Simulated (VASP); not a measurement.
# AlN (I4/mmm) in VASP: a series of runs

The runs below take AlN through single point, with HSE06.

Everything below comes from runs of VASP 6.6.1. Logs are shortened: lines on timing, memory, paths and dates and some standing lists are left out, and cuts for length are marked.

## Step 1: The cell of the first run

It takes space group I4/mmm (No. 139, tetragonal). The conventional cell has a = 2.741 Å, b = 2.741 Å, c = 4.180 Å, α = 90.00°, β = 90.00°, γ = 90.00°. Al (site symmetry 4/mmm) has 6 N at 1.94 to 2.09 Å within 2.6 Å. Within 2.6 Å of N (site symmetry 4/mmm) lie 6 Al at 1.94 to 2.09 Å.

## Step 2: Single point, HSE06 (epitaxial xy strain -4.0%)

Input file POSCAR:

```
AlN
1.0
    0.0000000000      1.9381137141      2.0900686179
    1.9381137141      0.0000000000      2.0900686179
    1.9381137141      1.9381137141      0.0000000000
Al N
1 1
Direct
    0.0000000000      0.0000000000      0.0000000000
    0.5000000000      0.5000000000      0.5000000000
```

Input file INCAR.step1:

```
PREC = Accurate
ENCUT = 520
EDIFF = 1E-5
ISMEAR = 0
SIGMA = 0.01
LREAL = F
LASPH = T
NELM = 80
ALGO = Normal
ISIF = 2
LWAVE = T
LCHARG = F
NBANDS = 11
GGA = PE
```

Input file INCAR.step2:

```
PREC = Accurate
ENCUT = 520
EDIFF = 1E-6
ISMEAR = 0
SIGMA = 0.01
LREAL = F
LASPH = T
NELM = 80
ALGO = Normal
ISIF = 2
LWAVE = F
LCHARG = F
GGA = PE
LHFCALC = T
HFSCREEN = 0.2079
PRECFOCK = Normal
NBANDS = 11
ISTART = 1
```

Input file KPOINTS:

```
regular mesh
0
Gamma
  8 8 8
```

Potentials or basis: VASP PAW PBE potentials, release 64 (Al, N).

Started as:

```bash
$ cat potpaw_PBE.64/Al/POTCAR potpaw_PBE.64/N/POTCAR > POTCAR
$ cp INCAR.step1 INCAR
$ mpirun -np 1 vasp_std > vasp.out
$ cp INCAR.step2 INCAR
$ mpirun -np 1 vasp_std > vasp.out
```

OUTCAR:

```text
PREC = Accurate
   ENCUT = 520
   EDIFF = 1E-6
   ISMEAR = 0
   LREAL = F
   LASPH = T
   NELM = 80
   ISIF = 2
   GGA = PE
   LHFCALC = T
   HFSCREEN = 0.2079
   PRECFOCK = Normal
   ISTART = 1

 ion  position               nearest neighbor table
   1  0.000  0.000  0.000-   2 1.94   2 1.94   2 1.94   2 1.94   2 2.09   2 2.09
   2  0.500  0.500  0.500-   1 1.94   1 1.94   1 1.94   1 1.94   1 2.09   1 2.09

  LATTYP: Found a body centered tetragonal cell.
 ALAT       =     2.7409066999
 C/A-ratio  =     1.5250928592

  Lattice vectors:

 A1 = (  -1.9381137141,   0.0000000000,   2.0900686179)
 A2 = (   1.9381137141,   0.0000000000,   2.0900686179)
 A3 = (   0.0000000000,   1.9381137141,  -2.0900686179)

Analysis of symmetry for initial positions (statically):
=====================================================================
 Subroutine PRICEL returns:
 Original cell was already a primitive cell.

 Routine SETGRP: Setting up the symmetry group for a
 body centered tetragonal supercell.

 Subroutine GETGRP returns: Found 16 space group operations
 (whereof 16 operations were pure point group operations)
 out of a pool of 16 trial point group operations.

The static configuration has the point symmetry D_4h.

Analysis of symmetry for dynamics (positions and initial velocities):
=====================================================================
 Subroutine PRICEL returns:
 Original cell was already a primitive cell.

 Routine SETGRP: Setting up the symmetry group for a
 body centered tetragonal supercell.

 Subroutine GETGRP returns: Found 16 space group operations
 (whereof 16 operations were pure point group operations)
 out of a pool of 16 trial point group operations.

The dynamic configuration has the point symmetry D_4h.

 Subroutine INISYM returns: Found 16 space group operations
 (whereof 16 operations are pure point group operations),
 and found     1 'primitive' translations

----------------------------------------------------------------------------------------

                                     Primitive cell

  volume of cell :      15.7018

  direct lattice vectors                    reciprocal lattice vectors
     0.000000000  1.938113714  2.090068618    -0.257982799  0.257982799  0.239226596
     1.938113714  0.000000000  2.090068618     0.257982799 -0.257982799  0.239226596
     1.938113714  1.938113714  0.000000000     0.257982799  0.257982799 -0.239226596

  length of vectors
     2.850380956  2.850380956  2.740906700     0.436279283  0.436279283  0.436279283

  position of ions in fractional coordinates (direct lattice)
     0.000000000  0.000000000  0.000000000
     0.500000000  0.500000000  0.500000000

  ion indices of the primitive-cell ions
   primitive index   ion index
                 1           1
                 2           2

----------------------------------------------------------------------------------------

 KPOINTS: regular mesh

Automatic generation of k-mesh.
 Grid dimensions read from file:
 generate k-points for:    8    8    8

 Generating k-lattice:

  Cartesian coordinates                     Fractional coordinates (reciprocal lattice)
    -0.032247850  0.032247850  0.029903324     0.125000000  0.000000000  0.000000000
     0.032247850 -0.032247850  0.029903324     0.000000000  0.125000000  0.000000000
     0.032247850  0.032247850 -0.029903324     0.000000000  0.000000000  0.125000000

  Length of vectors
     0.054534910  0.054534910  0.054534910

  Shift w.r.t. Gamma in fractional coordinates (k-lattice)
     0.000000000  0.000000000  0.000000000

 Subroutine IBZKPT returns following result:
 ===========================================

 Found     59 irreducible k-points:

 Following reciprocal coordinates:
            Coordinates               Weight
  0.000000  0.000000  0.000000      1.000000
  0.125000  0.000000  0.000000      8.000000
  0.250000  0.000000  0.000000      8.000000
  0.375000  0.000000  0.000000      8.000000
  0.500000  0.000000  0.000000      4.000000
  0.125000  0.125000  0.000000      2.000000
[... 16 lines left out ...]
  0.250000  0.000000  0.125000     16.000000
  0.375000  0.000000  0.125000     16.000000
 [... further k-points ...]
   k-points           NKPTS =     59   k-points in BZ     NKDIM =    512   number of bands    NBANDS=     11
   number of dos      NEDOS =    301   number of ions     NIONS =      2
   total plane-waves  NPLWV =  11520
   dimension x,y,z NGX =    24 NGY =   24 NGZ =   20
   dimension x,y,z NGXF=    48 NGYF=   48 NGZF=   40
   ions per type =               1   1
   NGX,Y,Z   is equivalent  to a cutoff of  14.00, 14.00, 12.13 a.u.
   NGXF,Y,Z  is equivalent  to a cutoff of  28.00, 28.00, 24.26 a.u.
 SYSTEM =  unknown system
   PREC   = accura    normal or accurate (medium, high low for compatibility)
   ISTART =      1    job   : 0-new  1-cont  2-samecut
   ICHARG =      0    charge: 1-file 2-atom 10-const
   ISPIN  =      1    spin polarized calculation?
   LNONCOLLINEAR =      F non collinear calculations
   LSORBIT =      F    spin-orbit coupling
   LASPH  =      T    aspherical Exc in radial PAW
   ENCUT  =  520.0 eV  38.22 Ry    6.18 a.u.   5.30  5.30  5.10*2*pi/ulx,y,z
   NELM   =     80;   NELMIN=  2; NELMDL=  0     # of ELM steps
   EDIFF  = 0.1E-05   stopping-criterion for ELM
   LREAL  =      F    real-space projection
   EDIFFG = 0.1E-04   stopping-criterion for IOM
   NSW    =      0    number of steps for IOM
   IBRION =     -1    ionic relax: 0-MD 1-quasi-New 2-CG
   NFREE  =      0    steps in history (QN), initial steepest desc. (CG)
   ISIF   =      2    stress and relaxation
   ISYM   =      3    0-nonsym 1-usesym 2-fastsym
   POTIM  = 0.5000    time-step for ionic-motion
   TEBEG  =    0.0;   TEEND  =   0.0 temperature during run
   PSTRESS=    0.0 pullay stress
   NELECT =       8.0000    total number of electrons
   NUPDOWN=      -1.0000    fix difference up-down
   EMIN   =  10.00;   EMAX   =-10.00  energy-range for DOS
   EFERMI =   0.00;   METHOD = LEGACY
   ISMEAR =     0;   SIGMA  =   0.01  broadening in eV -4-tet -1-fermi 0-gaus
   EFERMI_NEDOS =   21; number of points for ismear=-14 and -15
   IALGO  =     38    algorithm
   IMIX   =      1    mixing-type and parameters
     AMIX     =   0.40;   BMIX     =  1.00
     AMIX_MAG =   1.60;   BMIX_MAG =  1.00
  volume/ion in A,a.u.               =       7.85        52.98
  Fermi-wavevector in a.u.,A,eV,Ry     =   1.307540  2.470893 23.261365  1.709662
  Thomas-Fermi vector in A             =   2.438268
   LORBIT       =      0    0 simple, 1 ext, 2 COOP (PROOUT), +10 PAW based schemes
   GGA     = PE    functional components
   LHFCALC =     T    Hartree Fock is set to
   PRECFOCK=normal    Normal, Fast or Accurate (Low or Medium for compatibility)
   ENCUT4O =  -1.0   cutoff for four orbital integrals eV
   NKREDX  =     1    reduce k-point grid by
   NKREDY  =     1    reduce k-point grid by
   NKREDZ  =     1    reduce k-point grid by
   AEXX    =    0.2500 exact exchange contribution
   HFSCREEN=    0.2079 screening length (either q_TF or 0.3 A-1)
   HFSCREENC=   0.2079 screening length for correlation (either q_TF or 0.3 A-1)
   ENCUTFOCK=  -1.0 apply spherical cutoff to Coloumb kernel
   IVDW    =     0    specifies the selected vdW correction
   LEPSILON=     F    determine dielectric tensor
   LRPA    =     F    only Hartree local field effects (RPA)
 non-spin polarized calculation
 Gauss-broadening in eV      SIGMA  =   0.01
  energy-cutoff  :      520.00
  volume of cell :       15.70
 maximum number of plane-waves:       431
 NGX is ok and might be reduce to    24
  NGX = 16; NGY = 16; NGZ = 16

 number of electron       8.0000001 magnetization

 Free energy of the ion-electron system (eV)
  ---------------------------------------------------
  ext. energy  EPLUGINS =         0.00000000
  ---------------------------------------------------
  free energy    TOTEN  =       -17.04212604 eV

  energy without entropy =      -17.04212604  energy(sigma->0) =      -17.04212604

 E-fermi :  10.2263     XC(G=0): -10.2356

 val. band max:       10.1044766863   @ k =   0.0000   0.0000   0.0000
 cond. band min:      16.0736097819   @ k =   0.5000   0.0000   0.5000
 fundamental gap:      5.9691330956
 Fermi energy:        10.2262891405

 k-point     1 :       0.0000    0.0000    0.0000
  band No.  band energies     occupation
      1      -9.9711      2.00000
      2       9.5469      2.00000
      3       9.5469      2.00000
      4      10.1045      2.00000
      5      17.6263      0.00000
      6      23.1040      0.00000
      7      24.1935      0.00000
      8      24.1935      0.00000
      9      28.7554      0.00000
     10      29.1780      0.00000
     11      29.4156      0.00000

 k-point     2 :       0.1250    0.0000    0.0000
  band No.  band energies     occupation
      1      -9.6112      2.00000
      2       8.0674      2.00000
      3       9.3935      2.00000
      4       9.6758      2.00000
      5      18.4674      0.00000
      6      22.5969      0.00000
      7      23.8472      0.00000
      8      24.7283      0.00000
      9      27.1222      0.00000
     10      29.1250      0.00000
     11      30.5765      0.00000

 k-point     3 :       0.2500    0.0000    0.0000
  band No.  band energies     occupation
      1      -8.5858      2.00000
      2       4.9032      2.00000
      3       9.0280      2.00000
      4       9.0542      2.00000
      5      18.4846      0.00000
      6      23.1170      0.00000
      7      23.4686      0.00000
      8      25.0596      0.00000
      9      28.1084      0.00000
     10      28.6431      0.00000
     11      29.9400      0.00000

 k-point     4 :       0.3750    0.0000    0.0000
  band No.  band energies     occupation
      1      -7.1531      2.00000
      2       1.8542      2.00000
      3       8.4859      2.00000
      4       8.7505      2.00000
      5      17.7183      0.00000
      6      22.5905      0.00000
      7      24.1883      0.00000
      8      25.0757      0.00000
      9      28.8045      0.00000
     10      31.1415      0.00000
     11      31.3973      0.00000

 k-point     5 :       0.5000    0.0000    0.0000
  band No.  band energies     occupation
      1      -6.2781      2.00000
      2       0.3990      2.00000
      3       8.2813      2.00000
      4       8.6334      2.00000
      5      17.4195      0.00000
      6      22.2822      0.00000
      7      23.7880      0.00000
      8      25.9647      0.00000
      9      28.4972      0.00000
     10      33.2324      0.00000
     11      33.5482      0.00000
[... 211 lines left out ...]
 k-point    21 :       0.5000    0.5000    0.0000
  band No.  band energies     occupation
      1      -5.6619      2.00000
      2       1.1412      2.00000
      3       6.9576      2.00000
      4       6.9576      2.00000
      5      16.8436      0.00000
      6      16.9500      0.00000
      7      26.0313      0.00000
      8      30.6900      0.00000
      9      30.6900      0.00000
     10      35.9559      0.00000
     11      38.8169      0.00000

 k-point    22 :       0.1250    0.0000    0.1250
  band No.  band energies     occupation
      1      -9.4669      2.00000
      2       8.1507      2.00000
      3       8.7750      2.00000
      4       9.4937      2.00000
      5      18.8446      0.00000
      6      21.5948      0.00000
      7      24.5444      0.00000
      8      24.7654      0.00000
      9      26.5161      0.00000
     10      29.9099      0.00000
     11      30.8776      0.00000

 k-point    23 :       0.2500    0.0000    0.1250
  band No.  band energies     occupation
      1      -8.6426      2.00000
      2       5.7909      2.00000
      3       8.3673      2.00000
      4       8.8346      2.00000
      5      19.3600      0.00000
      6      21.0105      0.00000
      7      24.1211      0.00000
      8      25.0145      0.00000
      9      26.6977      0.00000
     10      30.1334      0.00000
     11      32.0541      0.00000

 k-point    24 :       0.3750    0.0000    0.1250
  band No.  band energies     occupation
      1      -7.3152      2.00000
      2       2.8555      2.00000
      3       7.9816      2.00000
      4       8.1108      2.00000
      5      18.6009      0.00000
      6      22.6537      0.00000
      7      23.1350      0.00000
      8      24.2672      0.00000
      9      28.8516      0.00000
     10      31.6709      0.00000
     11      32.5059      0.00000

 [... further k-points ...]

------------------------ aborting loop because EDIFF is reached ----------------------------------------

  FORCE on cell =-STRESS in cart. coord.  units (eV):
  Direction    XX          YY          ZZ          XY          YZ          ZX
  --------------------------------------------------------------------------------------
  -------------------------------------------------------------------------------------
  Total        2.4052630      2.4052630     -0.1413052      0.0000000      0.0000000      0.0000000
  in kB      245.4279980    245.4279980    -14.4184879      0.0000000      0.0000000      0.0000000
  external PRESSURE =     158.8125027 kB  Pullay stress =       0.0000000 kB

 VOLUME and BASIS-vectors are now :
 -----------------------------------------------------------------------------
  energy-cutoff  :      520.00
  volume of cell :       15.70
      direct lattice vectors                 reciprocal lattice vectors
     0.000000000  1.938113714  2.090068618    -0.257982799  0.257982799  0.239226596
     1.938113714  0.000000000  2.090068618     0.257982799 -0.257982799  0.239226596
     1.938113714  1.938113714  0.000000000     0.257982799  0.257982799 -0.239226596

 POSITION                                       TOTAL-FORCE (eV/Angst)
 -----------------------------------------------------------------------------------
      0.00000      0.00000      0.00000         0.000000      0.000000      0.000000
      1.93811      1.93811      2.09007         0.000000      0.000000     -0.000000
 -----------------------------------------------------------------------------------
    total drift:                                0.000018     -0.000012     -0.000189

  FREE ENERGIE OF THE ION-ELECTRON SYSTEM (eV)
  ---------------------------------------------------
  free  energy   TOTEN  =       -17.0421260368 eV

  energy  without entropy=      -17.0421260368  energy(sigma->0) =      -17.04212604
```

Run time: 42 min. Hardware: 1 thread of Intel Xeon 8259CL, shared host; peak memory 0.25 GiB.

Results:

```
Free energy            : -17.0421 eV
Pressure               : 15.9 GPa
Band gap on the k mesh : 5.97 eV (least direct gap 7.52 eV)
```

Levels at points of the mesh, in eV from the valence-band top:
```
           k point  band 1  band 2  band 3  band 4  band 5  band 6  band 7  band 8
(0.00, 0.00, 0.00)  -20.08   -0.56   -0.56    0.00    7.52   13.00   14.09   14.09
(0.50, 0.00, 0.00)  -16.38   -9.71   -1.82   -1.47    7.31   12.18   13.68   15.86
(0.50, 0.50, 0.00)  -15.77   -8.96   -3.15   -3.15    6.74    6.85   15.93   20.59
(0.50, 0.00, 0.50)  -15.03   -8.62   -4.29   -3.17    5.97    6.00   16.83   18.40
```

Caveat: the cell differs from its parent crystal (epitaxial xy strain -4.0%); the stress differs along the axes, from -1 to 25 GPa; the structure was generated, so it needn't be the stable form of AlN; the PAW data sets were made with another functional, which shifts forces and pressure a little.

## Step 3: Single point, HSE06 (epitaxial xy strain -2.0%)

Input file POSCAR:

```
AlN
1.0
    0.0000000000      1.9784910831      2.0521721466
    1.9784910831      0.0000000000      2.0521721466
    1.9784910831      1.9784910831      0.0000000000
Al N
1 1
Direct
    0.0000000000      0.0000000000      0.0000000000
    0.5000000000      0.5000000000      0.5000000000
```

Input file INCAR.step1:

```
SYSTEM = AlN
PREC = Accurate
ENCUT = 520
EDIFF = 1E-5
ISMEAR = 0
SIGMA = 0.01
LREAL = .FALSE.
LASPH = .TRUE.
NELM = 80
ALGO = Normal
ISIF = 2
LWAVE = .TRUE.
GGA = PE
NBANDS = 11
```

Input file INCAR.step2:

```
SYSTEM = AlN
PREC = Accurate
ENCUT = 520
EDIFF = 1E-6
ISMEAR = 0
SIGMA = 0.01
LREAL = .FALSE.
LASPH = .TRUE.
NELM = 80
ALGO = Normal
ISIF = 2
LWAVE = .FALSE.
LCHARG = .TRUE.
GGA = PE
LHFCALC = .TRUE.
HFSCREEN = 0.2079
PRECFOCK = Normal
LELF = .TRUE.
LVHAR = .TRUE.
ISTART = 1
NBANDS = 11
```

Input file KPOINTS:

```
Automatic mesh
0
G
  8 8 8
  0 0 0
```

Potentials or basis: VASP PAW PBE potentials, release 64 (Al, N).

Started as:

```bash
$ cat potpaw_PBE.64/Al/POTCAR potpaw_PBE.64/N/POTCAR > POTCAR
$ cp INCAR.step1 INCAR
$ mpirun -np 1 vasp_std > vasp.out
$ cp INCAR.step2 INCAR
$ mpirun -np 1 vasp_std > vasp.out
```

Run time: 26 min. Hardware: 1 thread of AMD EPYC 7R13 (Zen 3), shared host; peak memory 0.22 GiB.

Results (log left out):

| Property | Result |
| --- | --- |
| Free energy | -17.1145 eV |
| Pressure | 6.2 GPa |
| Band gap on the k mesh | 5.97 eV (least direct gap 7.42 eV) |

Stress tensor (GPa, compression positive):
```
10.01  0.00  0.00
 0.00 10.01  0.00
 0.00  0.00 -1.45
```

Levels at points of the mesh, in eV from the valence-band top:
```csv
k point,band 1,band 2,band 3,band 4,band 5,band 6,band 7,band 8
"(0.00, 0.00, 0.00)",-19.69,-0.30,-0.30,0.00,7.42,13.39,13.91,13.91
"(0.50, 0.00, 0.00)",-16.09,-9.39,-1.50,-1.34,7.49,12.30,13.10,15.76
"(0.50, 0.50, 0.00)",-15.23,-8.52,-3.13,-3.13,6.36,6.64,16.11,20.03
"(0.50, 0.00, 0.50)",-14.89,-8.36,-3.68,-3.15,5.97,6.28,16.56,18.99
```

Caveat: the cell differs from its parent crystal (epitaxial xy strain -2.0%); the stress differs along the axes, from -1 to 10 GPa; the structure was generated, so it needn't be the stable form of AlN; the PAW data sets were made with another functional, which shifts forces and pressure a little.
